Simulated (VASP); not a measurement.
# Zr4C (F-43m) in VASP: notebook

The runs below take Zr4C through single point, with PBE.

Program: VASP 6.6.1. These are calculated values, not measurements. Logs are shortened: lines on timing, memory, paths and dates and some standing lists are left out, and cuts for length are marked.

## 1. The cell of the first run

The structure is cubic, space group F-43m (No. 216). The conventional cell has a = 6.530 Å, b = 6.530 Å, c = 6.530 Å, α = 90.00°, β = 90.00°, γ = 90.00°. Within 2.8 Å of Zr (site symmetry 3m) lie 6 Zr at 2.15 to 2.47 Å and 3 C at 2.69 Å. C (site symmetry -43m) has 12 Zr at 2.69 Å within 3.5 Å.

The cell was generated, and may not be a known phase.

## 2. Single point, PBE

Contents of INCAR:

```
PREC = Accurate
ENCUT = 520
EDIFF = 1E-6
ISMEAR = 0
SIGMA = 0.1
LREAL = F
LASPH = T
NELM = 60
ALGO = Normal
ISIF = 2
LWAVE = F
LCHARG = F
GGA = PE
NBANDS = 34
```

Contents of KPOINTS:

```
regular mesh
0
Gamma
  4 4 4
```

Contents of POSCAR:

```
Zr4C
1.0
    0.0000000000      3.2649283000      3.2649283000
    3.2649283000      0.0000000000      3.2649283000
    3.2649283000      3.2649283000      0.0000000000
Zr C
4 1
Direct
    0.3662690900      0.3662690900      0.3662690900
    0.3662690900      0.3662690900      0.9011927400
    0.3662690900      0.9011927400      0.3662690900
    0.9011927400      0.3662690900      0.3662690900
    0.0000000000      0.0000000000      0.0000000000
```

Potentials or basis: VASP PAW PBE potentials, release 64 (Zr_sv, C).

On the command line:

```bash
> cat potpaw_PBE.64/Zr_sv/POTCAR potpaw_PBE.64/C/POTCAR > POTCAR
> mpirun -np 1 vasp_std > vasp.out
```

OUTCAR:

```text
PREC = Accurate
   ENCUT = 520
   EDIFF = 1E-6
   ISMEAR = 0
   LREAL = F
   LASPH = T
   NELM = 60
   ISIF = 2
   GGA = PE

 ion  position               nearest neighbor table
   1  0.366  0.366  0.366-   2 2.15   3 2.15   4 2.15   4 2.47   3 2.47   2 2.47   5 2.69   5 2.69
                             5 2.69
   2  0.366  0.366  0.901-   1 2.15   3 2.15   4 2.15   3 2.47   4 2.47   1 2.47   5 2.69   5 2.69
                             5 2.69
   3  0.366  0.901  0.366-   1 2.15   2 2.15   4 2.15   4 2.47   2 2.47   1 2.47   5 2.69   5 2.69
                             5 2.69
   4  0.901  0.366  0.366-   1 2.15   2 2.15   3 2.15   3 2.47   2 2.47   1 2.47   5 2.69   5 2.69
                             5 2.69
   5  0.000  0.000  0.000-   3 2.69   4 2.69   2 2.69   4 2.69   2 2.69   3 2.69   1 2.69   1 2.69
                             1 2.69   2 2.69   3 2.69   4 2.69

  LATTYP: Found a face centered cubic cell.
 ALAT       =     6.5298566000

  Lattice vectors:

 A1 = (   0.0000000000,   3.2649283000,   3.2649283000)
 A2 = (   3.2649283000,   0.0000000000,   3.2649283000)
 A3 = (   3.2649283000,   3.2649283000,   0.0000000000)

Analysis of symmetry for initial positions (statically):
=====================================================================
 Subroutine PRICEL returns:
 Original cell was already a primitive cell.

 Routine SETGRP: Setting up the symmetry group for a
 face centered cubic supercell.

 Subroutine GETGRP returns: Found 24 space group operations
 (whereof 24 operations were pure point group operations)
 out of a pool of 48 trial point group operations.

The static configuration has the point symmetry T_d .

Analysis of symmetry for dynamics (positions and initial velocities):
=====================================================================
 Subroutine PRICEL returns:
 Original cell was already a primitive cell.

 Routine SETGRP: Setting up the symmetry group for a
 face centered cubic supercell.

 Subroutine GETGRP returns: Found 24 space group operations
 (whereof 24 operations were pure point group operations)
 out of a pool of 48 trial point group operations.

The dynamic configuration has the point symmetry T_d .

 Subroutine INISYM returns: Found 24 space group operations
 (whereof 24 operations are pure point group operations),
 and found     1 'primitive' translations

----------------------------------------------------------------------------------------

                                     Primitive cell

[... 81 lines left out ...]
   EDIFFG = 0.1E-04   stopping-criterion for IOM
   NSW    =      0    number of steps for IOM
   IBRION =     -1    ionic relax: 0-MD 1-quasi-New 2-CG
   NFREE  =      0    steps in history (QN), initial steepest desc. (CG)
   ISIF   =      2    stress and relaxation
   ISYM   =      2    0-nonsym 1-usesym 2-fastsym
   POTIM  = 0.5000    time-step for ionic-motion
   TEBEG  =    0.0;   TEEND  =   0.0 temperature during run
   PSTRESS=    0.0 pullay stress
   NELECT =      52.0000    total number of electrons
   NUPDOWN=      -1.0000    fix difference up-down
   EMIN   =  10.00;   EMAX   =-10.00  energy-range for DOS
   EFERMI =   0.00;   METHOD = LEGACY
   ISMEAR =     0;   SIGMA  =   0.10  broadening in eV -4-tet -1-fermi 0-gaus
   EFERMI_NEDOS =   21; number of points for ismear=-14 and -15
   IALGO  =     38    algorithm
   IMIX   =      4    mixing-type and parameters
     AMIX     =   0.40;   BMIX     =  1.00
     AMIX_MAG =   1.60;   BMIX_MAG =  1.00
  volume/ion in A,a.u.               =      13.92        93.95
  Fermi-wavevector in a.u.,A,eV,Ry     =   1.485453  2.807099 30.022223  2.206571
  Thomas-Fermi vector in A             =   2.598863
   LORBIT       =      0    0 simple, 1 ext, 2 COOP (PROOUT), +10 PAW based schemes
   GGA     = PE    functional components
   LHFCALC =     F    Hartree Fock is set to
   AEXX    =    0.0000 exact exchange contribution
   IVDW    =     0    specifies the selected vdW correction
   LEPSILON=     F    determine dielectric tensor
   LRPA    =     F    only Hartree local field effects (RPA)
 non-spin polarized calculation
 Gauss-broadening in eV      SIGMA  =   0.10
  energy-cutoff  :      520.00
  volume of cell :       69.61
 maximum number of plane-waves:      1893
 NGX is ok and might be reduce to    36
   NGX = 17   NGY = 17   NGZ = 17

 number of electron      52.0000000 magnetization

 Free energy of the ion-electron system (eV)
  ---------------------------------------------------
  ext. energy  EPLUGINS =         0.00000000
  ---------------------------------------------------
  free energy    TOTEN  =       -20.62392666 eV

  energy without entropy =      -20.58834967  energy(sigma->0) =      -20.60613816

 E-fermi :  13.0991     XC(G=0): -12.5508

 val. band max:       13.0807240393   @ k =   0.5000   0.2500   0.0000
 cond. band min:      13.1753958823   @ k =   0.5000   0.2500   0.0000
 fundamental gap:      0.0946718430
 Fermi energy:        13.0990714012

 k-point     1 :       0.0000    0.0000    0.0000
  band No.  band energies     occupation
      1     -37.7657      2.00000
      2     -34.5930      2.00000
      3     -34.5930      2.00000
      4     -34.5930      2.00000
      5     -20.1712      2.00000
      6     -16.4159      2.00000
[... 285 lines left out ...]
     33      16.9101      0.00000
     34      17.2042      0.00000

------------------------ aborting loop because EDIFF is reached ----------------------------------------

  FORCE on cell =-STRESS in cart. coord.  units (eV):
  Direction    XX          YY          ZZ          XY          YZ          ZX
  --------------------------------------------------------------------------------------
  -------------------------------------------------------------------------------------
  Total       52.9039236     52.9039236     52.9039236      0.0000000      0.0000000      0.0000000
  in kB     1217.7202400   1217.7202400   1217.7202400      0.0000000      0.0000000      0.0000000
  external PRESSURE =    1217.7202400 kB  Pullay stress =       0.0000000 kB

 VOLUME and BASIS-vectors are now :
 -----------------------------------------------------------------------------
  energy-cutoff  :      520.00
  volume of cell :       69.61
      direct lattice vectors                 reciprocal lattice vectors
     0.000000000  3.264928300  3.264928300    -0.153142720  0.153142720  0.153142720
     3.264928300  0.000000000  3.264928300     0.153142720 -0.153142720  0.153142720
     3.264928300  3.264928300  0.000000000     0.153142720  0.153142720 -0.153142720

 POSITION                                       TOTAL-FORCE (eV/Angst)
 -----------------------------------------------------------------------------------
      2.39168      2.39168      2.39168         7.585535      7.585535      7.585535
      4.13817      4.13817      2.39168        -7.585535     -7.585535      7.585535
      4.13817      2.39168      4.13817        -7.585535      7.585535     -7.585535
      2.39168      4.13817      4.13817         7.585535     -7.585535     -7.585535
      0.00000      0.00000      0.00000        -0.000000     -0.000000     -0.000000
 -----------------------------------------------------------------------------------
    total drift:                               -0.000108     -0.000108     -0.000108

  FREE ENERGIE OF THE ION-ELECTRON SYSTEM (eV)
  ---------------------------------------------------
  free  energy   TOTEN  =       -20.6239266619 eV

  energy  without entropy=      -20.5883496671  energy(sigma->0) =      -20.60613816
```

OSZICAR:

```text
N       E                     dE             d eps       ncg     rms          rms(c)
DAV:   1     0.615702743209E+03    0.61570E+03   -0.29536E+04   544   0.162E+03
DAV:   2     0.228448305352E+02   -0.59286E+03   -0.57726E+03   624   0.487E+02
DAV:   3    -0.207897847666E+02   -0.43635E+02   -0.42899E+02   926   0.105E+02
DAV:   4    -0.233215599195E+02   -0.25318E+01   -0.25178E+01   776   0.243E+01
DAV:   5    -0.233898816912E+02   -0.68322E-01   -0.68282E-01   772   0.379E+00    0.848E+01
DAV:   6    -0.207931579630E+02    0.25967E+01   -0.62149E+00   604   0.164E+01    0.477E+01
DAV:   7    -0.206623495790E+02    0.13081E+00   -0.30415E+00   718   0.948E+00    0.481E+00
DAV:   8    -0.206332133573E+02    0.29136E-01   -0.39817E-01   756   0.360E+00    0.127E+00
DAV:   9    -0.206245902711E+02    0.86231E-02   -0.33597E-02   704   0.108E+00    0.715E-01
DAV:  10    -0.206240110867E+02    0.57918E-03   -0.10595E-02   712   0.748E-01    0.725E-02
DAV:  11    -0.206239423434E+02    0.68743E-04   -0.10617E-03   744   0.207E-01    0.325E-02
DAV:  12    -0.206239286804E+02    0.13663E-04   -0.75173E-05   698   0.589E-02    0.104E-02
DAV:  13    -0.206239272321E+02    0.14482E-05   -0.80084E-06   696   0.171E-02    0.501E-03
DAV:  14    -0.206239266619E+02    0.57027E-06   -0.10077E-06   398   0.616E-03
   1 F= -.20623927E+02 E0= -.20606138E+02  d E =-.355770E-01
```

stdout:

```text
POSCAR found type information on POSCAR ZrC
 POSCAR found :  2 types and       5 ions
 scaLAPACK will be used
 LDA part: xc-table for (Slater+PW92), standard interpolation
 POSCAR, INCAR and KPOINTS ok, starting setup
 FFT: planning ... GRIDC
 FFT: planning ... GRID_SOFT
 FFT: planning ... GRID
 WAVECAR not read
 entering main loop
```

Run time: 22 s. Hardware: 1 thread of AMD EPYC 7R13 (Zen 3), shared host; peak memory 0.17 GiB.

What came out:

* Free energy: -20.6239 eV
* Pressure: 121.8 GPa
* Largest force: 13.139 eV/Å
* Band gap on the k mesh: zero (bands 26 and 27 overlap by 0.76 eV)

Forces on the atoms (eV/Å):
```
Zr   7.586  7.586  7.586
Zr  -7.586 -7.586  7.586
Zr  -7.586  7.586 -7.586
Zr   7.586 -7.586 -7.586
C    0.000  0.000  0.000
```

Caveat: the k points lie up to 0.42 Å⁻¹ apart, too coarse for converged energies and pressures of a metal; forces of over 1 eV/Å act on the atoms, so gaps and moduli don't describe the material at rest.

## 3. Single point, PBE

This run uses another cell than the first one, of 24.19 Å³/atom.

Contents of INCAR:

```
SYSTEM = Zr4C
ALGO = Normal ; EDIFF = 1E-6
ENCUT = 520 ; GGA = PE
ISIF = 2 ; ISMEAR = 0
LASPH = .TRUE. ; LCHARG = .TRUE.
LELF = .TRUE. ; LREAL = .FALSE.
LVHAR = .TRUE. ; LWAVE = .FALSE.
NBANDS = 34 ; NELM = 60
PREC = Accurate ; SIGMA = 0.1
```

Contents of KPOINTS:

```
k-points
0
G
  4 4 4
  0 0 0
```

Contents of POSCAR:

```
Zr4C
1.0
    0.0000000000      3.9249072892      3.9249072892
    3.9249072892      0.0000000000      3.9249072892
    3.9249072892      3.9249072892      0.0000000000
Zr C
4 1
Direct
    0.3742866439      0.3742866439      0.3742866439
    0.3742866439      0.3742866439      0.8771400682
    0.3742866439      0.8771400682      0.3742866439
    0.8771400682      0.3742866439      0.3742866439
    0.0000000000      0.0000000000      0.0000000000
```

Potentials or basis: VASP PAW PBE potentials, release 64 (Zr_sv, C).

On the command line:

```bash
> cat potpaw_PBE.64/Zr_sv/POTCAR potpaw_PBE.64/C/POTCAR > POTCAR
> mpirun -np 1 vasp_std > vasp.out
```

Wall time 36 s (1 thread of AMD EPYC 7R13 (Zen 3), shared host); peak memory 0.22 GiB.

It converged, with:

- Free energy: -33.6251 eV
- Pressure: 0.3 GPa
- Largest force: 0.006 eV/Å
- Band gap on the k mesh: zero (bands 26 and 27 overlap by 1.01 eV)

Forces in eV/Å, atoms in the order of the input:
```
Zr   0.003  0.003  0.003
Zr  -0.003 -0.003  0.003
Zr  -0.003  0.003 -0.003
Zr   0.003 -0.003 -0.003
C    0.000  0.000  0.000
```

Levels at points of the mesh, in eV from the Fermi level:
| k point | band 24 | band 25 | band 26 | band 27 | band 28 | band 29 |
| --- | --- | --- | --- | --- | --- | --- |
| (0.00, 0.00, 0.00) | -1.98 | -1.87 | -0.98 | -0.98 | 1.13 | 1.13 |
| (0.50, 0.00, 0.00) | -1.41 | 0.03 | 0.03 | 0.35 | 0.68 | 0.89 |
| (0.50, 0.50, 0.00) | -0.56 | -0.55 | -0.55 | 0.05 | 0.75 | 1.15 |

The gap in the log of VASP goes by the Fermi energy; the results here count the filled bands.